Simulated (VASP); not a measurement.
# TaF3 (Pm-3m) in VASP: single point with PBE

Aim: the single point of TaF3 with PBE.

Everything below comes from runs of VASP 6.6.1. Logs are shortened: lines on timing, memory, paths and dates and some standing lists are left out, and cuts for length are marked.

### 1 The cell of the first run

It takes space group Pm-3m (No. 221, cubic). The conventional cell has a = 3.871 Å, b = 3.871 Å, c = 3.871 Å, α = 90.00°, β = 90.00°, γ = 90.00°. Ta (site symmetry m-3m) has 6 F at 1.94 Å within 2.6 Å. F (site symmetry 4/mmm) has 2 Ta at 1.94 Å within 2.6 Å.

### 2 Single point, PBE

INCAR reads:

```
ALGO = Normal ; EDIFF = 1E-7
ENCUT = 520 ; GGA = PE
ISIF = 2 ; ISMEAR = -1
LASPH = T ; LCHARG = T
LELF = T ; LREAL = F
LVHAR = T ; LWAVE = F
NBANDS = 24 ; NELM = 80
PREC = Accurate ; SIGMA = 0.1
```

KPOINTS reads:

```
k-points
0
Gamma
  9 9 9
```

POSCAR reads:

```
TaF3
1.0
    3.8712840000      0.0000000000      0.0000000000
    0.0000000000      3.8712840000      0.0000000000
    0.0000000000      0.0000000000      3.8712840000
Ta F
1 3
Direct
    0.0000000000      0.0000000000      0.0000000000
    0.5000000000      0.0000000000      0.0000000000
    0.0000000000      0.5000000000      0.0000000000
    0.0000000000      0.0000000000      0.5000000000
```

Potentials or basis: VASP PAW PBE potentials, release 64 (Ta_pv, F).

Launch:

```bash
$ cat potpaw_PBE.64/Ta_pv/POTCAR potpaw_PBE.64/F/POTCAR > POTCAR
$ mpirun -np 1 vasp_std > vasp.out
```

OUTCAR:

```text
EDIFF = 1E-7
   ENCUT = 520
   GGA = PE
   ISIF = 2
   ISMEAR = -1
   LASPH = T
   LREAL = F
   NELM = 80
   PREC = Accurate

 ion  position               nearest neighbor table
   1  0.000  0.000  0.000-   2 1.94   3 1.94   4 1.94   4 1.94   3 1.94   2 1.94
   2  0.500  0.000  0.000-   1 1.94   1 1.94
   3  0.000  0.500  0.000-   1 1.94   1 1.94
   4  0.000  0.000  0.500-   1 1.94   1 1.94

  LATTYP: Found a simple cubic cell.
 ALAT       =     3.8712840000

  Lattice vectors:

 A1 = (   3.8712840000,   0.0000000000,   0.0000000000)
 A2 = (   0.0000000000,   3.8712840000,   0.0000000000)
 A3 = (   0.0000000000,   0.0000000000,   3.8712840000)

Analysis of symmetry for initial positions (statically):
=====================================================================
 Subroutine PRICEL returns:
 Original cell was already a primitive cell.

 Routine SETGRP: Setting up the symmetry group for a
 simple cubic supercell.

 Subroutine GETGRP returns: Found 48 space group operations
 (whereof 48 operations were pure point group operations)
 out of a pool of 48 trial point group operations.

The static configuration has the point symmetry O_h .

Analysis of symmetry for dynamics (positions and initial velocities):
=====================================================================
 Subroutine PRICEL returns:
 Original cell was already a primitive cell.

 Routine SETGRP: Setting up the symmetry group for a
 simple cubic supercell.

 Subroutine GETGRP returns: Found 48 space group operations
 (whereof 48 operations were pure point group operations)
 out of a pool of 48 trial point group operations.

The dynamic configuration has the point symmetry O_h .

 Subroutine INISYM returns: Found 48 space group operations
 (whereof 48 operations are pure point group operations),
 and found     1 'primitive' translations

----------------------------------------------------------------------------------------

                                     Primitive cell

  volume of cell :      58.0183

  direct lattice vectors                    reciprocal lattice vectors
     3.871284000  0.000000000  0.000000000     0.258312229  0.000000000  0.000000000
[... 79 lines left out ...]
   NGXF,Y,Z  is equivalent  to a cutoff of  25.77, 25.77, 25.77 a.u.
 SYSTEM =  unknown system
   PREC   = accura    normal or accurate (medium, high low for compatibility)
   ISTART =      0    job   : 0-new  1-cont  2-samecut
   ICHARG =      2    charge: 1-file 2-atom 10-const
   ISPIN  =      1    spin polarized calculation?
   LNONCOLLINEAR =      F non collinear calculations
   LSORBIT =      F    spin-orbit coupling
   LASPH  =      T    aspherical Exc in radial PAW
   ENCUT  =  520.0 eV  38.22 Ry    6.18 a.u.   7.20  7.20  7.20*2*pi/ulx,y,z
   NELM   =     80;   NELMIN=  2; NELMDL= -5     # of ELM steps
   EDIFF  = 0.1E-06   stopping-criterion for ELM
   LREAL  =      F    real-space projection
   EDIFFG = 0.1E-05   stopping-criterion for IOM
   NSW    =      0    number of steps for IOM
   IBRION =     -1    ionic relax: 0-MD 1-quasi-New 2-CG
   NFREE  =      0    steps in history (QN), initial steepest desc. (CG)
   ISIF   =      2    stress and relaxation
   ISYM   =      2    0-nonsym 1-usesym 2-fastsym
   POTIM  = 0.5000    time-step for ionic-motion
   TEBEG  =    0.0;   TEEND  =   0.0 temperature during run
   PSTRESS=    0.0 pullay stress
   NELECT =      32.0000    total number of electrons
   NUPDOWN=      -1.0000    fix difference up-down
   EMIN   =  10.00;   EMAX   =-10.00  energy-range for DOS
   EFERMI =   0.00;   METHOD = LEGACY
   ISMEAR =    -1;   SIGMA  =   0.10  broadening in eV -4-tet -1-fermi 0-gaus
   EFERMI_NEDOS =   21; number of points for ismear=-14 and -15
   IALGO  =     38    algorithm
   IMIX   =      4    mixing-type and parameters
     AMIX     =   0.40;   BMIX     =  1.00
     AMIX_MAG =   1.60;   BMIX_MAG =  1.00
  volume/ion in A,a.u.               =      14.50        97.88
  Fermi-wavevector in a.u.,A,eV,Ry     =   1.342569  2.537087 24.524368  1.802490
  Thomas-Fermi vector in A             =   2.470712
   LORBIT       =      0    0 simple, 1 ext, 2 COOP (PROOUT), +10 PAW based schemes
   GGA     = PE    functional components
   LHFCALC =     F    Hartree Fock is set to
   AEXX    =    0.0000 exact exchange contribution
   IVDW    =     0    specifies the selected vdW correction
   LEPSILON=     F    determine dielectric tensor
   LRPA    =     F    only Hartree local field effects (RPA)
 non-spin polarized calculation
  energy-cutoff  :      520.00
  volume of cell :       58.02
 maximum number of plane-waves:      1584
 NGX is ok and might be reduce to    30
   NGX = 15   NGY = 15   NGZ = 15

 number of electron      32.0000023 magnetization

 Free energy of the ion-electron system (eV)
  ---------------------------------------------------
  ext. energy  EPLUGINS =         0.00000000
  ---------------------------------------------------
  free energy    TOTEN  =       -25.81450769 eV

  energy without entropy =      -25.72879975  energy(sigma->0) =      -25.77165372

 E-fermi :   5.2236     XC(G=0):  -9.1565

 val. band max:        5.2193862407   @ k =   0.2222   0.2222   0.1111
 cond. band min:       5.2312941199   @ k =   0.3333   0.3333   0.0000
 fundamental gap:      0.0119078792
 Fermi energy:         5.2235653727

 k-point     1 :       0.0000    0.0000    0.0000
  band No.  band energies     occupation
      1     -31.8832      2.00000
      2     -31.8832      2.00000
      3     -31.8832      2.00000
      4     -24.0894      2.00000
      5     -23.7582      2.00000
      6     -23.7582      2.00000
[... 637 lines left out ...]
     23      12.3989      0.00000
     24      13.8300      0.00000

 [... further k-points ...]
[... 5 lines left out ...]
  --------------------------------------------------------------------------------------
  -------------------------------------------------------------------------------------
  Total       11.3372585     11.3372585     11.3372585     -0.0000000      0.0000000     -0.0000000
  in kB      313.0787089    313.0787089    313.0787089     -0.0000000      0.0000000     -0.0000000
  external PRESSURE =     313.0787089 kB  Pullay stress =       0.0000000 kB

 VOLUME and BASIS-vectors are now :
 -----------------------------------------------------------------------------
  energy-cutoff  :      520.00
  volume of cell :       58.02
      direct lattice vectors                 reciprocal lattice vectors
     3.871284000  0.000000000  0.000000000     0.258312229  0.000000000  0.000000000
     0.000000000  3.871284000  0.000000000     0.000000000  0.258312229  0.000000000
     0.000000000  0.000000000  3.871284000     0.000000000  0.000000000  0.258312229

 POSITION                                       TOTAL-FORCE (eV/Angst)
 -----------------------------------------------------------------------------------
      0.00000      0.00000      0.00000         0.000000      0.000000      0.000000
      1.93564      0.00000      0.00000         0.000000      0.000000      0.000000
      0.00000      1.93564      0.00000         0.000000      0.000000      0.000000
      0.00000      0.00000      1.93564         0.000000      0.000000      0.000000
 -----------------------------------------------------------------------------------
    total drift:                                0.000000      0.000000      0.000000

  FREE ENERGIE OF THE ION-ELECTRON SYSTEM (eV)
  ---------------------------------------------------
  free  energy   TOTEN  =       -25.8145076908 eV

  energy  without entropy=      -25.7287997471  energy(sigma->0) =      -25.77165372
```

OSZICAR:

```text
N       E                     dE             d eps       ncg     rms          rms(c)
DAV:   1     0.266924865407E+03    0.26692E+03   -0.18153E+04  1680   0.131E+03
DAV:   2    -0.146160171068E+02   -0.28154E+03   -0.27174E+03  2072   0.375E+02
DAV:   3    -0.278278936728E+02   -0.13212E+02   -0.13107E+02  2096   0.809E+01
DAV:   4    -0.279346020153E+02   -0.10671E+00   -0.10666E+00  1856   0.815E+00
DAV:   5    -0.279357272729E+02   -0.11253E-02   -0.11252E-02  2112   0.808E-01    0.324E+01
DAV:   6    -0.258179264755E+02    0.21178E+01   -0.72177E+00  1800   0.251E+01    0.165E+01
DAV:   7    -0.258124365558E+02    0.54899E-02   -0.19337E-01  1880   0.397E+00    0.923E+00
DAV:   8    -0.258133170846E+02   -0.88053E-03   -0.19100E-02  1888   0.139E+00    0.137E+00
DAV:   9    -0.258131393137E+02    0.17777E-03   -0.13597E-03  2008   0.322E-01    0.123E-01
DAV:  10    -0.258144423419E+02   -0.13030E-02   -0.13892E-03  1704   0.206E-01    0.162E-02
DAV:  11    -0.258144840634E+02   -0.41721E-04   -0.42700E-05  1992   0.394E-02    0.255E-02
DAV:  12    -0.258145069543E+02   -0.22891E-04   -0.30873E-05  1704   0.249E-02    0.123E-02
DAV:  13    -0.258145076163E+02   -0.66197E-06   -0.47185E-07  1872   0.334E-03    0.546E-04
DAV:  14    -0.258145076908E+02   -0.74507E-07   -0.15017E-07  1408   0.193E-03
   1 F= -.25814508E+02 E0= -.25771654E+02  d E =-.857079E-01
```

It took 20 s on 1 thread of Intel Xeon 6975P-C (Granite Rapids), shared host; peak memory 0.19 GiB.

Results:

```yaml
Free_energy: -25.8145 eV
Pressure: 31.3 GPa
Band_gap_on_the_k_mesh: zero (band 16 reaches 6.95 eV, above the bottom of band 17 at 3.92 eV)
```

Caveat: spin-orbit coupling is left out, which moves the levels of the heavy elements.
